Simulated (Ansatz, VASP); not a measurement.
One calculation of Mg2Te3O, two programs

The input INCAR:

```
SYSTEM = Mg2Te3O
ALGO     = Normal         ! electronic algorithm
EDIFF    = 1E-6           ! SCF threshold, eV
EDIFFG   = -0.04          ! ionic threshold
ENCUT    = 600            ! plane-wave cutoff, eV
GGA      = PE             ! functional
IBRION   = 2              ! ionic algorithm
ISIF     = 3              ! what is computed and relaxed
ISMEAR   = 0              ! smearing method
LASPH    = .True.         ! aspherical terms in the spheres
LCHARG   = .False.        ! write CHGCAR
LREAL    = .False.        ! projectors in reciprocal space
LWAVE    = .False.        ! write WAVECAR
NELM     = 80             ! most SCF steps
NSW      = 90             ! ionic steps
PREC     = Accurate       ! precision mode
SIGMA    = 0.1            ! smearing width, eV
```

File KPOINTS:

```
k-points
0
Gamma
  3 3 3
  0 0 0
```

Contents of POSCAR:

```
Mg2Te3O
1.0
    4.1339668000      2.3867468400      2.9352567300
   -4.1339668000      2.3867468400      2.9352567300
    0.0000000000     -4.7734936900      2.9352567300
Mg Te O
2 3 1
Direct
    0.7708021400      0.7708021400      0.7708021400
    0.2291978600      0.2291978600      0.2291978600
    0.0000000000      0.5000000000      0.0000000000
    0.0000000000      0.0000000000      0.5000000000
    0.5000000000      0.0000000000      0.0000000000
    0.5000000000      0.5000000000      0.5000000000
```

Input for Ansatz:

```yaml
crystal:
  lattice:
    - [4.1339668, 2.38674684, 2.93525673]
    - [-4.1339668, 2.38674684, 2.93525673]
    - [0.0, -4.77349369, 2.93525673]
  atoms:
    - { symbol: Mg, position: [0.77080214, 0.77080214, 0.77080214] }
    - { symbol: Mg, position: [0.22919786, 0.22919786, 0.22919786] }
    - { symbol: Te, position: [0.0, 0.5, 0.0] }
    - { symbol: Te, position: [0.0, 0.0, 0.5] }
    - { symbol: Te, position: [0.5, 0.0, 0.0] }
    - { symbol: O, position: [0.5, 0.5, 0.5] }
basis:
  ecutwfc: 420
kpoints:
  mp_grid: { grid: [3, 3, 3] }
hamiltonian:
  xc: pbe
scf:
  occupations: { method: gaussian, width: 0.1 }
  lower_state_search: "off"
output:
  forces: true
  stress: true
  eigenvalues: true
relax:
  adjacent_minimum: "off"
  f_tol: 0.04
  max_steps: 70
  cell: { stress_tol: 0.4 }
```

Change from the starting cell: species swapped into the Ag3AuS2 type (R-3m, No. 166).

Alike in both runs: task relaxation of cell and atoms; functional PBE; k mesh 3 × 3 × 3; occupations gaussian, width 0.1 eV; no spin polarisation.

```csv
,VASP,Ansatz
version,VASP 6.6.1,Ansatz 0.2.0
potentials or method,"VASP PAW PBE potentials, release 64 (Mg, Te, O), cutoff 600 eV","scalar-relativistic, plane waves, PAW"
valence electrons in the cell,28,74
```

VASP gave:

```
gap on the k mesh at the Fermi level, each at its own relaxed structure (eV) : none
relaxed volume (Å³/atom)                                                     : 31.07
relaxed length of the cell vector where the two differ most in proportion (Å)              : 5.915
```

Problem. What did Ansatz give for the same quantities?

Solution. gap on the k mesh at the Fermi level, each at its own relaxed structure (eV): none; relaxed volume (Å³/atom): 31.28; relaxed length of the cell vector where the two differ most in proportion (Å): 5.917.

A gap of «none» marks a metal or a gap that the smearing closes. VASP's potentials hold 28 valence electrons a cell and Ansatz's 74, so a difference there can come from the potentials and not from the codes.

The k mesh is coarse, so the values compare programs but aren't converged. Neither program's run includes spin-orbit coupling.
